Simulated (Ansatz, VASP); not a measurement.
One calculation of Si, two programs

```xyz
2
Lattice="0.0000 2.7348 2.7348 2.7348 0.0000 2.7348 2.7348 2.7348 0.0000" Properties=species:S:1:pos:R:3 pbc="T T T"
Si    0.0000    0.0000    0.0000
Si    1.3674    1.3674    1.3674
```

Alike in both runs: task single point; functional PBE; k mesh 8 × 8 × 8; occupations gaussian, width 0.02 eV; no spin polarisation.

|  | VASP | Ansatz |
| --- | --- | --- |
| version | VASP 6.6.1 | Ansatz 0.2.0 |
| potentials or method | VASP PAW PBE potentials, release 64 (Si), cutoff 500 eV | scalar-relativistic, plane waves, PAW |
| valence electrons in the cell | 8 | 8 |

```csv
,VASP,Ansatz,Ansatz less VASP
gap on the k mesh at the Fermi level (eV),0.65,0.65,-0.002
least direct gap on the mesh (eV),2.56,2.55,-0.005
pressure (GPa),0.0,0.0,+0.06
```

The functional is the same, so the differences come from potentials, cutoffs and numerics.
